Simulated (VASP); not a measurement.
# SnSe (Fm-3m) in VASP: settings compared, part 2 of 2

VASP 6.6.1.

## Step 3: Single point, HSE06 (strain -4.0%)

POSCAR reads:

```
SnSe
1.0
    0.0000000000      2.8820286276      2.8820286276
    2.8820286276      0.0000000000      2.8820286276
    2.8820286276      2.8820286276      0.0000000000
Sn Se
1 1
Direct
    0.0000000000      0.0000000000      0.0000000000
    0.5000000000      0.5000000000      0.5000000000
```

INCAR.step1 reads:

```
SYSTEM = SnSe
ALGO = Normal
EDIFF = 1E-5
ENCUT = 400
GGA = PE
GGA_COMPAT = .False.
ISIF = 2
ISMEAR = -1
LASPH = .True.
LREAL = .False.
LWAVE = .True.
NBANDS = 17
NELM = 120
PREC = Accurate
SIGMA = 0.02
```

INCAR.step2 reads:

```
SYSTEM = SnSe
ALGO = Normal
EDIFF = 1E-6
ENCUT = 400
GGA = PE
GGA_COMPAT = .False.
HFSCREEN = 0.2079
ISIF = 2
ISMEAR = -1
ISTART = 1
LASPH = .True.
LCHARG = .True.
LELF = .True.
LHFCALC = .True.
LREAL = .False.
LVHAR = .True.
LWAVE = .False.
NBANDS = 17
NELM = 120
PREC = Accurate
PRECFOCK = Normal
SIGMA = 0.02
```

KPOINTS reads:

```
k-points
0
Gamma
  6 6 6
  0 0 0
```

Potentials or basis: VASP PAW PBE potentials, release 64 (Sn_d, Se).

On the command line:

```console
$ cat potpaw_PBE.64/Sn_d/POTCAR potpaw_PBE.64/Se/POTCAR > POTCAR
$ cp INCAR.step1 INCAR
$ mpirun -np 1 vasp_std > vasp.out
$ cp INCAR.step2 INCAR
$ mpirun -np 1 vasp_std > vasp.out
```

Wall time 58 min (1 thread of AMD EPYC 7R43 (Zen 3), shared host); peak memory 0.23 GiB.

Results (log left out):

```yaml
Free_energy: -9.6341 eV
Pressure: 8.1 GPa
Band_gap_on_the_k_mesh: 1.14 eV
```

Levels at points of the mesh, in eV from the valence-band top:
```tsv
k point	band 6	band 7	band 8	band 9	band 10	band 11	band 12	band 13	band 14	band 15
(0.00, 0.00, 0.00)	-16.65	-5.06	-3.19	-3.19	-3.19	5.39	5.39	5.39	6.08	6.08
(0.50, 0.00, 0.00)	-15.26	-9.97	-2.89	-2.89	0.00	1.14	1.31	1.31	9.19	11.04
(0.50, 0.50, 0.00)	-14.79	-7.42	-6.77	-5.06	-5.06	2.74	6.79	6.79	7.55	11.54
```

Caveat: the cell differs from its parent crystal (strain -4.0%); the cell stands under pressure; the structure was generated, so it needn't be the stable form of SnSe; the PAW data sets were made with another functional, which shifts forces and pressure a little; spin-orbit coupling is left out, which moves the levels of the heavy elements.

## Step 4: Single point, r2SCAN, non-collinear spin, zero start, spin-orbit coupling (strain +1.0%)

POSCAR reads:

```
SnSe
1.0
    0.0000000000      3.0321342853      3.0321342853
    3.0321342853      0.0000000000      3.0321342853
    3.0321342853      3.0321342853      0.0000000000
Sn Se
1 1
Direct
    0.0000000000      0.0000000000      0.0000000000
    0.5000000000      0.5000000000      0.5000000000
```

INCAR.step1 reads:

```
ALGO     = Normal         # electronic algorithm
EDIFF    = 1E-4           # SCF threshold, eV
ENCUT    = 520            # plane-wave cutoff, eV
GGA      = PE             # functional
GGA_COMPAT= False        
ISMEAR   = -1             # smearing method
LASPH    = True           # aspherical terms in the spheres
LCHARG   = False          # write CHGCAR
LNONCOLLINEAR= True           # non-collinear magnetism
LREAL    = False          # projectors in reciprocal space
LSORBIT  = True           # spin-orbit coupling
LWAVE    = True           # write WAVECAR
MAGMOM   = 0 0 0 0 0 0    # initial moments
NBANDS   = 32             # bands
NELM     = 150            # most SCF steps
PREC     = Accurate       # precision mode
SIGMA    = 0.02           # smearing width, eV
```

INCAR.step2 reads:

```
ALGO     = Normal         # electronic algorithm
EDIFF    = 1E-6           # SCF threshold, eV
ENCUT    = 520            # plane-wave cutoff, eV
GGA_COMPAT= False        
ISIF     = 2              # what is computed and relaxed
ISMEAR   = -1             # smearing method
ISTART   = 1            
LASPH    = True           # aspherical terms in the spheres
LCHARG   = False          # write CHGCAR
LMIXTAU  = True         
LNONCOLLINEAR= True           # non-collinear magnetism
LORBIT   = 11             # projections on sites
LORBMOM  = True         
LREAL    = False          # projectors in reciprocal space
LSORBIT  = True           # spin-orbit coupling
LWAVE    = False          # write WAVECAR
MAGMOM   = 0 0 0 0 0 0    # initial moments
METAGGA  = R2SCAN         # meta-GGA
NBANDS   = 32             # bands
NELM     = 150            # most SCF steps
PREC     = Accurate       # precision mode
SIGMA    = 0.02           # smearing width, eV
```

KPOINTS reads:

```
k-points
0
Gamma
  8 8 8
```

On the command line:

```console
$ cat potpaw_PBE.64/Sn_d/POTCAR potpaw_PBE.64/Se/POTCAR > POTCAR
$ cp INCAR.step1 INCAR
$ mpirun -np 1 vasp_ncl > vasp.out
$ cp INCAR.step2 INCAR
$ mpirun -np 1 vasp_ncl > vasp.out
```

Run time: 4 min. Hardware: 1 thread of Intel Xeon Platinum 8488C (Sapphire Rapids), shared host; peak memory 0.4 GiB.

It converged, with:

- Free energy: -39.9343 eV
- Pressure: -1.3 GPa
- Net moment: 0.00 μB per cell
- Valence electrons inside the program's atomic spheres: Sn 12.02; Se 3.83

Moments on the atoms (μB; x, y, z):
```
Sn  0.00 0.00 0.00
Se  0.00 0.00 0.00
```

Caveat: the cell differs from its parent crystal (strain +1.0%); the structure was generated, so it needn't be the stable form of SnSe; the PAW data sets were made with another functional, which shifts forces and pressure a little.

## Step 5: Single point, r2SCAN, non-collinear spin, zero start, spin-orbit coupling (strain +2.0%)

POSCAR reads:

```
SnSe
1.0
    0.0000000000      3.0621554168      3.0621554168
    3.0621554168      0.0000000000      3.0621554168
    3.0621554168      3.0621554168      0.0000000000
Sn Se
1 1
Direct
    0.0000000000      0.0000000000      0.0000000000
    0.5000000000      0.5000000000      0.5000000000
```

INCAR.step1 reads:

```
PREC     = Accurate       # precision mode
ENCUT    = 520            # plane-wave cutoff, eV
ISMEAR   = -1             # smearing method
SIGMA    = 0.02           # smearing width, eV
LREAL    = False          # projectors in reciprocal space
LASPH    = True           # aspherical terms in the spheres
NELM     = 150            # most SCF steps
LNONCOLLINEAR= True           # non-collinear magnetism
MAGMOM   = 0 0 0 0 0 0    # initial moments
LSORBIT  = True           # spin-orbit coupling
GGA_COMPAT= False        
NBANDS   = 32             # bands
GGA      = PE             # functional
ALGO     = Normal         # electronic algorithm
EDIFF    = 1E-4           # SCF threshold, eV
LWAVE    = True           # write WAVECAR
LCHARG   = False          # write CHGCAR
```

INCAR.step2 reads:

```
PREC     = Accurate       # precision mode
ENCUT    = 520            # plane-wave cutoff, eV
EDIFF    = 1E-6           # SCF threshold, eV
ISMEAR   = -1             # smearing method
SIGMA    = 0.02           # smearing width, eV
LREAL    = False          # projectors in reciprocal space
LASPH    = True           # aspherical terms in the spheres
NELM     = 150            # most SCF steps
ALGO     = Normal         # electronic algorithm
ISIF     = 2              # what is computed and relaxed
LWAVE    = False          # write WAVECAR
LCHARG   = True           # write CHGCAR
LNONCOLLINEAR= True           # non-collinear magnetism
MAGMOM   = 0 0 0 0 0 0    # initial moments
LORBIT   = 11             # projections on sites
LSORBIT  = True           # spin-orbit coupling
GGA_COMPAT= False        
LORBMOM  = True         
METAGGA  = R2SCAN         # meta-GGA
LMIXTAU  = True         
LVHAR    = True         
NBANDS   = 32             # bands
ISTART   = 1
```

KPOINTS reads:

```
Automatic mesh
0
Gamma
  8 8 8
```

On the command line:

```console
$ cat potpaw_PBE.64/Sn_d/POTCAR potpaw_PBE.64/Se/POTCAR > POTCAR
$ cp INCAR.step1 INCAR
$ mpirun -np 1 vasp_ncl > vasp.out
$ cp INCAR.step2 INCAR
$ mpirun -np 1 vasp_ncl > vasp.out
```

Run time: 3.7 min. Hardware: 1 thread of Intel Xeon Platinum 8488C (Sapphire Rapids), shared host; peak memory 0.41 GiB.

Results (log left out):

* Free energy: -39.9145 eV
* Pressure: -2.6 GPa
* Net moment: 0.00 μB per cell
* Valence electrons inside the program's atomic spheres: Sn 11.99; Se 3.83

Moments on the atoms (μB; x, y, z):
```
Sn  0.00 0.00 0.00
Se  0.00 0.00 0.00
```

Caveat: the cell differs from its parent crystal (strain +2.0%); the structure was generated, so it needn't be the stable form of SnSe; the PAW data sets were made with another functional, which shifts forces and pressure a little.

## Step 6: Single point, r2SCAN, non-collinear spin, zero start, spin-orbit coupling (strain +3.0%)

POSCAR reads:

```
SnSe
1.0
    0.0000000000      3.0921765484      3.0921765484
    3.0921765484      0.0000000000      3.0921765484
    3.0921765484      3.0921765484      0.0000000000
Sn Se
1 1
Direct
    0.0000000000      0.0000000000      0.0000000000
    0.5000000000      0.5000000000      0.5000000000
```

INCAR.step1 reads:

```
SYSTEM = SnSe
  ALGO = Normal
  EDIFF = 1E-4
  ENCUT = 520
  GGA = PE
  GGA_COMPAT = .FALSE.
  ISMEAR = -1
  LASPH = .TRUE.
  LCHARG = .FALSE.
  LREAL = .FALSE.
  LSORBIT = .TRUE.
  LWAVE = .TRUE.
  MAGMOM = 0 0 0 0 0 0
  NBANDS = 32
  NELM = 150
  PREC = Accurate
  SIGMA = 0.02
```

INCAR.step2 reads:

```
SYSTEM = SnSe
  ALGO = Normal
  EDIFF = 1E-6
  ENCUT = 520
  GGA_COMPAT = .FALSE.
  ISIF = 2
  ISMEAR = -1
  ISTART = 1
  LASPH = .TRUE.
  LCHARG = .FALSE.
  LMIXTAU = .TRUE.
  LORBIT = 11
  LORBMOM = .TRUE.
  LREAL = .FALSE.
  LSORBIT = .TRUE.
  LWAVE = .FALSE.
  MAGMOM = 0 0 0 0 0 0
  METAGGA = R2SCAN
  NBANDS = 32
  NELM = 150
  PREC = Accurate
  SIGMA = 0.02
```

KPOINTS reads:

```
k-points
0
G
  8 8 8
  0 0 0
```

Potentials or basis: VASP PAW PBE potentials, release 64 (Sn_d, Se).

On the command line:

```console
$ cat potpaw_PBE.64/Sn_d/POTCAR potpaw_PBE.64/Se/POTCAR > POTCAR
$ cp INCAR.step1 INCAR
$ mpirun -np 1 vasp_ncl > vasp.out
$ cp INCAR.step2 INCAR
$ mpirun -np 1 vasp_ncl > vasp.out
```

Run time: 6.3 min. Hardware: 1 thread of Intel Xeon Platinum 8488C (Sapphire Rapids), shared host; peak memory 0.5 GiB.

The run converged. Its results:

```yaml
Free_energy: -39.8812 eV
Pressure: -3.7 GPa
Net_moment: 0.00 μB per cell
Valence_electrons_inside_the_program's_atomic_spheres: Sn 11.97; Se 3.81
```

Moments on the atoms (μB; x, y, z):
```
Sn  0.00 0.00 0.00
Se  0.00 0.00 0.00
```

Caveat: the cell differs from its parent crystal (strain +3.0%); the cell stands under tension; the structure was generated, so it needn't be the stable form of SnSe; the PAW data sets were made with another functional, which shifts forces and pressure a little.

## Step 7: Overview

| level | spin | cell | k mesh | cutoff (eV) | grid for exact exchange (PRECFOCK) | share of exact exchange | screening parameter | pressure (GPa) | moment (μB) |
| --- | --- | --- | --- | --- | --- | --- | --- | --- | --- |
| r2SCAN | non-collinear, zero start, SOC | a = 4.415 Å, angles 60.0°, 2 atoms | 8 × 8 × 8 | 520 | - | - | - | -4.7 | 0.00 |
| HSE06 | off | a = 4.076 Å, angles 60.0°, 2 atoms | 6 × 6 × 6 | 400 | Normal | 0.25 | 0.2079 1/Å | 8.1 | - |
| r2SCAN | non-collinear, zero start, SOC | a = 4.288 Å, angles 60.0°, 2 atoms | 8 × 8 × 8 | 520 | - | - | - | -1.3 | 0.00 |
| r2SCAN | non-collinear, zero start, SOC | a = 4.331 Å, angles 60.0°, 2 atoms | 8 × 8 × 8 | 520 | - | - | - | -2.6 | 0.00 |
| r2SCAN | non-collinear, zero start, SOC | a = 4.373 Å, angles 60.0°, 2 atoms | 8 × 8 × 8 | 520 | - | - | - | -3.7 | 0.00 |

Alike in all rows: task single point; potentials or basis VASP PAW PBE potentials, release 64 (Sn_d, Se); smearing fermi-dirac 0.02 eV.

Caveats: the structure was generated, so it needn't be the stable form of SnSe; the PAW data sets were made with another functional, which shifts forces and pressure a little; the cell stands under tension (at least some runs); the cell stands under pressure (at least some runs); spin-orbit coupling is left out, which moves the levels of the heavy elements (at least some runs).

Absolute energies hang on the potentials; compare differences alone.
